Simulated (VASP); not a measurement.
A run of VASP 6.6.1 is set up as follows.

INCAR

```
PREC = Accurate ; ENCUT = 600
EDIFF = 1E-6 ; ISMEAR = -1
SIGMA = 0.1 ; LREAL = False
LASPH = True ; NELM = 120
ALGO = Normal ; ISIF = 2
LWAVE = False ; LCHARG = False
GGA = PS ; NBANDS = 11
GGA_COMPAT = False
```

File KPOINTS:

```
regular mesh
0
Gamma
  9 9 9
```

File POSCAR:

```
MgS
1.0
    0.0000000000      2.5958630000      2.5958630000
    2.5958630000      0.0000000000      2.5958630000
    2.5958630000      2.5958630000      0.0000000000
Mg S
1 1
Direct
    0.0000000000      0.0000000000      0.0000000000
    0.5000000000      0.5000000000      0.5000000000
```

Potentials or basis: VASP PAW PBE potentials, release 64 (Mg, S).

The run is started by

```sh
$ cat potpaw_PBE.64/Mg/POTCAR potpaw_PBE.64/S/POTCAR > POTCAR
$ mpirun -np 1 vasp_std > vasp.out
```

Task: What does it give for the pressure?

Result: -0.6 GPa.

Task: What does it give for the band gap on the k mesh?

Result: 2.85 eV, indirect (least direct gap 3.65 eV).

Caveat: the PAW data sets were made with another functional, which shifts forces and pressure a little. As with any semilocal functional, this PBEsol gap is likely too small.
